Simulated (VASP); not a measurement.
# La (P6_3/mmc) in VASP: a series of runs

The runs below take La through relaxation of cell and atoms, single point, with LDA.

Everything below comes from runs of VASP 6.6.1. Logs are shortened: lines on timing, memory, paths and dates and some standing lists are left out, and cuts for length are marked.

## 1. The cell of the first run

It takes space group P6_3/mmc (No. 194, hexagonal). Conventional cell: a = 3.754 Å, b = 3.754 Å, c = 6.131 Å, α = 90.00°, β = 90.00°, γ = 120.00°. La (site symmetry -6m2) has 12 La at 3.75 Å within 4.9 Å.

## 2. Relaxation of cell and atoms, LDA

Contents of INCAR:

```
PREC     = Accurate       # precision mode
ENCUT    = 600            # plane-wave cutoff, eV
EDIFF    = 1E-6           # SCF threshold, eV
ISMEAR   = -1             # smearing method
SIGMA    = 0.1            # smearing width, eV
LREAL    = False          # projectors in reciprocal space
LASPH    = True           # aspherical terms in the spheres
NELM     = 60             # most SCF steps
ALGO     = Normal         # electronic algorithm
ISIF     = 3              # what is computed and relaxed
LWAVE    = False          # write WAVECAR
LCHARG   = False          # write CHGCAR
GGA      = CA             # functional
IBRION   = 2              # ionic algorithm
NSW      = 80             # ionic steps
EDIFFG   = -0.01          # ionic threshold
```

Contents of KPOINTS:

```
regular mesh
0
Gamma
  10 10 5
```

Contents of POSCAR:

```
La
1.0
    3.7542362609      0.0000000000      0.0000000000
   -1.8771181304      3.2512639737      0.0000000000
    0.0000000000      0.0000000000      6.1306678140
La
2
Direct
    0.3333333333      0.6666666667      0.2500000000
    0.6666666667      0.3333333333      0.7500000000
```

Potentials or basis: VASP PAW LDA potentials, release 64 (La).

Started as:

```
> cat potpaw_LDA.64/La/POTCAR > POTCAR
> mpirun -np 1 vasp_std > vasp.out
```

OUTCAR:

```text
PREC = Accurate
   ENCUT = 600
   EDIFF = 1E-6
   ISMEAR = -1
   LREAL = False
   LASPH = True
   NELM = 60
   ISIF = 3
   GGA = CA
   IBRION = 2
   NSW = 80
   EDIFFG = -0.01

 ion  position               nearest neighbor table
   1  0.333  0.667  0.250-
   2  0.667  0.333  0.750-

  LATTYP: Found a hexagonal cell.
 ALAT       =     3.7542362609
 C/A-ratio  =     1.6330000000

  Lattice vectors:

 A1 = (   3.7542362609,   0.0000000000,   0.0000000000)
 A2 = (  -1.8771181304,   3.2512639737,   0.0000000000)
 A3 = (   0.0000000000,   0.0000000000,   6.1306678140)

Analysis of symmetry for initial positions (statically):
=====================================================================
 Subroutine PRICEL returns:
 Original cell was already a primitive cell.

 Routine SETGRP: Setting up the symmetry group for a
 hexagonal supercell.

 Subroutine GETGRP returns: Found 24 space group operations
 (whereof 12 operations were pure point group operations)
 out of a pool of 24 trial point group operations.

The static configuration has the point symmetry D_3d.
 The point group associated with its full space group is D_6h.

Analysis of symmetry for dynamics (positions and initial velocities):
=====================================================================
 Subroutine PRICEL returns:
 Original cell was already a primitive cell.

 Routine SETGRP: Setting up the symmetry group for a
 hexagonal supercell.

 Subroutine GETGRP returns: Found 24 space group operations
 (whereof 12 operations were pure point group operations)
 out of a pool of 24 trial point group operations.

The dynamic configuration has the point symmetry D_3d.
 The point group associated with its full space group is D_6h.

 Subroutine INISYM returns: Found 24 space group operations
 (whereof 12 operations are pure point group operations),
 and found     1 'primitive' translations

----------------------------------------------------------------------------------------

                                     Primitive cell

  volume of cell :      74.8310

  direct lattice vectors                    reciprocal lattice vectors
     3.754236261  0.000000000  0.000000000     0.266365761  0.153786344  0.000000000
    -1.877118130  3.251263974  0.000000000     0.000000000  0.307572688  0.000000000
     0.000000000  0.000000000  6.130667814     0.000000000  0.000000000  0.163114367

  length of vectors
     3.754236261  3.754236261  6.130667814     0.307572688  0.307572688  0.163114367

  position of ions in fractional coordinates (direct lattice)
     0.333333333  0.666666667  0.250000000
     0.666666667  0.333333333  0.750000000

  ion indices of the primitive-cell ions
   primitive index   ion index
                 1           1
                 2           2

----------------------------------------------------------------------------------------

 KPOINTS: regular mesh

Automatic generation of k-mesh.
 Grid dimensions read from file:
 generate k-points for:   10   10    5

 Generating k-lattice:

  Cartesian coordinates                     Fractional coordinates (reciprocal lattice)
     0.026636576  0.015378634  0.000000000     0.100000000 -0.000000000  0.000000000
     0.000000000  0.030757269  0.000000000     0.000000000  0.100000000  0.000000000
     0.000000000  0.000000000  0.032622873     0.000000000  0.000000000  0.200000000

  Length of vectors
     0.030757269  0.030757269  0.032622873

  Shift w.r.t. Gamma in fractional coordinates (k-lattice)
     0.000000000  0.000000000  0.000000000

 Subroutine IBZKPT returns following result:
 ===========================================

 Found     42 irreducible k-points:

 Following reciprocal coordinates:
            Coordinates               Weight
  0.000000  0.000000  0.000000      1.000000
  0.100000  0.000000  0.000000      6.000000
  0.200000  0.000000  0.000000      6.000000
  0.300000  0.000000  0.000000      6.000000
  0.400000  0.000000  0.000000      6.000000
  0.500000  0.000000  0.000000      3.000000
[... 16 lines left out ...]
  0.300000  0.100000  0.200000     24.000000
  0.400000  0.100000  0.200000     24.000000
 [... further k-points ...]
   k-points           NKPTS =     42   k-points in BZ     NKDIM =     42   number of bands    NBANDS=     15
   number of dos      NEDOS =    301   number of ions     NIONS =      2
   total plane-waves  NPLWV =  45000
   dimension x,y,z NGX =    30 NGY =   30 NGZ =   50
   dimension x,y,z NGXF=    60 NGYF=   60 NGZF=  100
   ions per type =               2
   NGX,Y,Z   is equivalent  to a cutoff of  13.28, 13.28, 13.56 a.u.
   NGXF,Y,Z  is equivalent  to a cutoff of  26.57, 26.57, 27.12 a.u.
 SYSTEM =  unknown system
   PREC   = accura    normal or accurate (medium, high low for compatibility)
   ISTART =      0    job   : 0-new  1-cont  2-samecut
   ICHARG =      2    charge: 1-file 2-atom 10-const
   ISPIN  =      1    spin polarized calculation?
   LNONCOLLINEAR =      F non collinear calculations
   LSORBIT =      F    spin-orbit coupling
   LASPH  =      T    aspherical Exc in radial PAW
   ENCUT  =  600.0 eV  44.10 Ry    6.64 a.u.   7.50  7.50 12.24*2*pi/ulx,y,z
   NELM   =     60;   NELMIN=  2; NELMDL= -5     # of ELM steps
   EDIFF  = 0.1E-05   stopping-criterion for ELM
   LREAL  =      F    real-space projection
   EDIFFG = -.1E-01   stopping-criterion for IOM
   NSW    =     80    number of steps for IOM
   IBRION =      2    ionic relax: 0-MD 1-quasi-New 2-CG
   NFREE  =      1    steps in history (QN), initial steepest desc. (CG)
   ISIF   =      3    stress and relaxation
   ISYM   =      2    0-nonsym 1-usesym 2-fastsym
   POTIM  = 0.5000    time-step for ionic-motion
   TEBEG  =    0.0;   TEEND  =   0.0 temperature during run
   PSTRESS=    0.0 pullay stress
   NELECT =      22.0000    total number of electrons
   NUPDOWN=      -1.0000    fix difference up-down
   EMIN   =  10.00;   EMAX   =-10.00  energy-range for DOS
   EFERMI =   0.00;   METHOD = LEGACY
   ISMEAR =    -1;   SIGMA  =   0.10  broadening in eV -4-tet -1-fermi 0-gaus
   EFERMI_NEDOS =   21; number of points for ismear=-14 and -15
   IALGO  =     38    algorithm
   IMIX   =      4    mixing-type and parameters
     AMIX     =   0.40;   BMIX     =  1.00
     AMIX_MAG =   1.60;   BMIX_MAG =  1.00
  volume/ion in A,a.u.               =      37.42       252.49
  Fermi-wavevector in a.u.,A,eV,Ry     =   1.088567  2.057093 16.122608  1.184978
  Thomas-Fermi vector in A             =   2.224751
   LORBIT       =      0    0 simple, 1 ext, 2 COOP (PROOUT), +10 PAW based schemes
   GGA     = CA    functional components
   LHFCALC =     F    Hartree Fock is set to
   AEXX    =    0.0000 exact exchange contribution
   IVDW    =     0    specifies the selected vdW correction
   LEPSILON=     F    determine dielectric tensor
   LRPA    =     F    only Hartree local field effects (RPA)
 conjugate gradient relaxation of ions
 non-spin polarized calculation
  energy-cutoff  :      600.00
  volume of cell :       74.83
 maximum number of plane-waves:      2539
 NGX is ok and might be reduce to    30
   NGX = 15   NGY = 15   NGZ = 25

--------------------------------------- Ionic step        1  -------------------------------------------

 number of electron      21.9999998 magnetization

 Free energy of the ion-electron system (eV)
  ---------------------------------------------------
  ext. energy  EPLUGINS =         0.00000000
  ---------------------------------------------------
  free energy    TOTEN  =       -11.03529545 eV

  energy without entropy =      -10.90384403  energy(sigma->0) =      -10.96956974

 E-fermi :   7.5710     XC(G=0):  -9.7338

 val. band max:        7.5532314709   @ k =   0.2000   0.1000   0.0000
 cond. band min:       7.5803576622   @ k =   0.2000   0.2000   0.4000
 fundamental gap:      0.0271261913
 Fermi energy:         7.5709832942

 k-point     1 :       0.0000    0.0000    0.0000
  band No.  band energies     occupation
      1     -25.1691      2.00000
      2     -24.9761      2.00000
      3      -9.5407      2.00000
      4      -8.3468      2.00000
      5      -8.3468      2.00000
      6      -8.1702      2.00000
      7      -8.1702      2.00000
      8      -8.1619      2.00000
      9       4.3794      2.00000
     10       5.8330      2.00000
     11       8.5601      0.00010
     12       8.8884      0.00000
     13       8.8967      0.00000
     14       8.9460      0.00000
     15       9.0117      0.00000
[... 397 lines left out ...]
 k-point    24 :       0.4000    0.1000    0.2000
  band No.  band energies     occupation
      1     -24.9702      2.00000
      2     -24.9185      2.00000
      3      -9.4294      2.00000
      4      -9.2460      2.00000
      5      -8.8360      2.00000
      6      -8.6661      2.00000
      7      -8.4970      2.00000
      8      -8.4044      2.00000
      9       6.0329      2.00000
     10       6.3831      1.99999
     11       7.3032      1.87142
     12       7.6554      0.60117
     13       8.3747      0.00065
     14       9.0984      0.00000
     15       9.1382      0.00000

 [... further k-points ...]

------------------------ aborting loop because EDIFF is reached ----------------------------------------

  FORCE on cell =-STRESS in cart. coord.  units (eV):
  Direction    XX          YY          ZZ          XY          YZ          ZX
  --------------------------------------------------------------------------------------
  -------------------------------------------------------------------------------------
  Total       -1.4589374     -1.4589374     -1.5343609     -0.0000000      0.0000000      0.0000000
  in kB      -31.2367339    -31.2367339    -32.8515972     -0.0000000      0.0000000      0.0000000
  external PRESSURE =     -31.7750216 kB  Pullay stress =       0.0000000 kB
[... 273 lines left out ...]
  energy  without entropy=      -11.0165233535  energy(sigma->0) =      -11.07569554

--------------------------------------- Ionic step        9  -------------------------------------------

 number of electron      21.9999998 magnetization

 Free energy of the ion-electron system (eV)
  ---------------------------------------------------
  ext. energy  EPLUGINS =         0.00000000
  ---------------------------------------------------
  free energy    TOTEN  =       -11.13486900 eV

  energy without entropy =      -11.01650783  energy(sigma->0) =      -11.07568842

 E-fermi :   8.9510     XC(G=0): -10.2969

 val. band max:        8.9250680157   @ k =   0.3000   0.3000   0.2000
 cond. band min:       8.9614985927   @ k =   0.2000   0.2000   0.4000
 fundamental gap:      0.0364305770
 Fermi energy:         8.9509605411

 k-point     1 :       0.0000    0.0000    0.0000
  band No.  band energies     occupation
      1     -23.6565      2.00000
      2     -23.3437      2.00000
      3      -8.3190      2.00000
      4      -6.5524      2.00000
      5      -6.5524      2.00000
      6      -6.3447      2.00000
      7      -6.3118      2.00000
      8      -6.3118      2.00000
      9       5.9051      2.00000
     10       7.0817      2.00000
     11       9.9282      0.00011
     12      10.3780      0.00000
     13      10.3780      0.00000
     14      10.4769      0.00000
     15      10.5587      0.00000
[... 397 lines left out ...]
 k-point    24 :       0.4000    0.1000    0.2000
  band No.  band energies     occupation
      1     -23.3152      2.00000
      2     -23.2309      2.00000
      3      -8.1804      2.00000
      4      -7.9247      2.00000
      5      -7.3067      2.00000
      6      -7.0458      2.00000
      7      -6.8152      2.00000
      8      -6.6780      2.00000
      9       7.1814      2.00000
     10       7.5219      2.00000
     11       8.6882      1.86518
     12       9.0600      0.50311
     13       9.7736      0.00054
     14      10.7538      0.00000
     15      10.7776      0.00000

 [... further k-points ...]

------------------------ aborting loop because EDIFF is reached ----------------------------------------

  FORCE on cell =-STRESS in cart. coord.  units (eV):
  Direction    XX          YY          ZZ          XY          YZ          ZX
  --------------------------------------------------------------------------------------
  -------------------------------------------------------------------------------------
  Total        0.0187195      0.0187195      0.0085277      0.0000000      0.0000000      0.0000000
  in kB        0.4592739      0.4592739      0.2092223      0.0000000      0.0000000      0.0000000
  external PRESSURE =       0.3759234 kB  Pullay stress =       0.0000000 kB
[... 17 lines left out ...]
  FREE ENERGIE OF THE ION-ELECTRON SYSTEM (eV)
  ---------------------------------------------------
  free  energy   TOTEN  =       -11.1348690039 eV

  energy  without entropy=      -11.0165078314  energy(sigma->0) =      -11.07568842

 reached required accuracy - stopping structural energy minimisation
```

Wall time 2.6 min (1 thread of Intel Xeon 6975P-C (Granite Rapids), shared host); peak memory 0.21 GiB.

What came out:

```
Free energy                            : -11.1349 eV
Relaxed volume                         : 32.65 Å³/atom
Relaxed cell                           : a = 3.573 Å, b = 3.573 Å, c = 5.907 Å, α = 90.00°, β = 90.00°, γ = 120.00°
Space group after relaxing (to 0.05 Å) : P6_3/mmc (No. 194)
Energy gained by relaxing              : 49.8 meV/atom
Ionic steps                            : 9
Pressure after relaxing                : 0.0 GPa
Band gap on the k mesh                 : zero (band 11 reaches 9.93 eV, above the bottom of band 12 at 8.54 eV)
```

The path:
```tsv
step	energy change (eV)	largest force (eV/Å)	pressure (GPa)	volume (Å³)
1	0.0000	0.0000	-3.18	74.83
2	-0.0957	0.0000	-0.64	67.08
3	-0.0987	0.0000	-0.03	65.60
4	-0.0987	0.0000	0.08	65.43
5	-0.0992	0.0000	-0.02	65.39
6	-0.0996	0.0000	0.06	65.30
7	-0.0996	0.0000	0.02	65.31
8	-0.0996	0.0000	-0.03	65.30
9	-0.0996	0.0000	0.04	65.30
```

Final structure:
```yaml
crystal:
  lattice:
    - [3.57299, 0.00000, 0.00000]
    - [-1.78649, 3.09430, 0.00000]
    - [0.00000, 0.00000, 5.90662]
  atoms:
    - { symbol: La, position: [0.33333, 0.66667, 0.25000] }
    - { symbol: La, position: [0.66667, 0.33333, 0.75000] }
```

Caveat: spin-orbit coupling is left out, which moves the levels of the heavy elements.

## 3. Single point, LDA

This run uses another cell than the first one, of 32.81 Å³/atom, 0.877 times its volume.

Contents of INCAR:

```
SYSTEM = La
PREC     = Accurate       ! precision mode
ENCUT    = 520            ! plane-wave cutoff, eV
EDIFF    = 1E-6           ! SCF threshold, eV
ISMEAR   = -1             ! smearing method
SIGMA    = 0.1            ! smearing width, eV
LREAL    = .FALSE.        ! projectors in reciprocal space
LASPH    = .TRUE.         ! aspherical terms in the spheres
NELM     = 100            ! most SCF steps
ALGO     = Normal         ! electronic algorithm
ISIF     = 2              ! what is computed and relaxed
LWAVE    = .FALSE.        ! write WAVECAR
LCHARG   = .FALSE.        ! write CHGCAR
NBANDS   = 18             ! bands
```

Contents of KPOINTS:

```
Automatic mesh
0
G
  17 17 9
  0 0 0
```

Contents of POSCAR:

```
La
1.0
    3.5793668854      0.0000000000      0.0000000000
   -1.7896834427      3.0998226522      0.0000000000
    0.0000000000      0.0000000000      5.9142931578
La
2
Direct
    0.3333333333      0.6666666667      0.2500000000
    0.6666666667      0.3333333333      0.7500000000
```

Potentials or basis: VASP PAW LDA potentials, release 64 (La).

Started as:

```
> cat potpaw_LDA.64/La/POTCAR > POTCAR
> mpirun -np 1 vasp_std > vasp.out
```

OUTCAR:

```text
SYSTEM = La
   PREC = Accurate
   ENCUT = 520
   EDIFF = 1E-6
   ISMEAR = -1
   LREAL = .FALSE.
   LASPH = .TRUE.
   NELM = 100
   ISIF = 2

 ion  position               nearest neighbor table
   1  0.333  0.667  0.250-   2 3.61   2 3.61   2 3.61   2 3.61   2 3.61   2 3.61
   2  0.667  0.333  0.750-   1 3.61   1 3.61   1 3.61   1 3.61   1 3.61   1 3.61

  LATTYP: Found a hexagonal cell.
 ALAT       =     3.5793668854
 C/A-ratio  =     1.6523294055

  Lattice vectors:

[... 694 lines left out ...]

  FORCE on cell =-STRESS in cart. coord.  units (eV):
  Direction    XX          YY          ZZ          XY          YZ          ZX
  --------------------------------------------------------------------------------------
  -------------------------------------------------------------------------------------
  Total       -0.0515367     -0.0515367     -0.0696087      0.0000000      0.0000000     -0.0000000
  in kB       -1.2582925     -1.2582925     -1.6995269      0.0000000      0.0000000     -0.0000000
  external PRESSURE =      -1.4053706 kB  Pullay stress =       0.0000000 kB

 VOLUME and BASIS-vectors are now :
 -----------------------------------------------------------------------------
  energy-cutoff  :      520.00
  volume of cell :       65.62
      direct lattice vectors                 reciprocal lattice vectors
     3.579366885  0.000000000  0.000000000     0.279379016  0.161299550  0.000000000
    -1.789683443  3.099822652  0.000000000     0.000000000  0.322599101  0.000000000
     0.000000000  0.000000000  5.914293158     0.000000000  0.000000000  0.169081913

 POSITION                                       TOTAL-FORCE (eV/Angst)
 -----------------------------------------------------------------------------------
     -0.00000      2.06655      1.47857        -0.000000      0.000000      0.000000
      1.78968      1.03327      4.43572         0.000000      0.000000      0.000000
 -----------------------------------------------------------------------------------
    total drift:                                0.000000     -0.000000      0.000000

  FREE ENERGIE OF THE ION-ELECTRON SYSTEM (eV)
  ---------------------------------------------------
  free  energy   TOTEN  =       -11.1400669678 eV

  energy  without entropy=      -11.0219755322  energy(sigma->0) =      -11.08102125
```

OSZICAR:

```text
N       E                     dE             d eps       ncg     rms          rms(c)
DAV:   1     0.242453539501E+03    0.24245E+03   -0.80388E+03  5988   0.175E+03
DAV:   2     0.233439355530E+02   -0.21911E+03   -0.21582E+03  8404   0.308E+02
DAV:   3    -0.778864984906E+01   -0.31133E+02   -0.30162E+02  9854   0.134E+02
DAV:   4    -0.109388996015E+02   -0.31502E+01   -0.31088E+01 11758   0.370E+01
DAV:   5    -0.111785458864E+02   -0.23965E+00   -0.23884E+00  9712   0.977E+00    0.386E+00
DAV:   6    -0.111663743818E+02    0.12172E-01   -0.47362E-01 11846   0.452E+00    0.196E+00
DAV:   7    -0.111419111949E+02    0.24463E-01   -0.38318E-02  9896   0.124E+00    0.573E-01
DAV:   8    -0.111399328943E+02    0.19783E-02   -0.76231E-03 11784   0.611E-01    0.872E-02
DAV:   9    -0.111400461791E+02   -0.11328E-03   -0.65455E-04  9952   0.150E-01    0.401E-02
DAV:  10    -0.111400676144E+02   -0.21435E-04   -0.13676E-04 11712   0.727E-02    0.287E-02
DAV:  11    -0.111400668535E+02    0.76086E-06   -0.13200E-05  9872   0.333E-02    0.115E-02
DAV:  12    -0.111400669678E+02   -0.11429E-06   -0.16300E-06  8304   0.167E-02
   1 F= -.11140067E+02 E0= -.11081021E+02  d E =-.118091E+00
```

Wall time 1.9 min (1 thread of Intel Xeon 6975P-C (Granite Rapids), shared host); peak memory 0.3 GiB.

What came out:

* Free energy: -11.1401 eV
* Pressure: -0.1 GPa
* Band gap on the k mesh: zero (band 11 reaches 9.88 eV, above the bottom of band 12 at 8.41 eV)

Caveat: spin-orbit coupling is left out, which moves the levels of the heavy elements.
